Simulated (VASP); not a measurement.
Runs of VASP 6.6.1 on Al. The structure is that of space group Fm-3m (No. 225), or close to it. The cells are those of the table. 

| cell | gap on the mesh (eV) | pressure (GPa) |
| --- | --- | --- |
| a = 2.899 Å, angles 60.0°, 1 atom | none | (b) |
| a = 2.730 Å, angles 60.0°, 1 atom | none | 9.8 |
| a = 2.759 Å, angles 60.0°, 1 atom | none | 6.0 |
| a = 2.788 Å, angles 60.0°, 1 atom | none | 2.8 |
| a = 2.845 Å, angles 60.0°, 1 atom | none | (a) |

Alike in all rows: task single point; level LDA; potentials or basis VASP PAW LDA potentials, release 64 (Al); no spin polarisation; k mesh 18 × 18 × 18; cutoff (eV) 500; smearing gaussian 0.1 eV.

Task: Fill in the values left out.

Result: (a) -2.2; (b) -5.9.

A gap of «none» marks levels without a gap at the run's occupations.
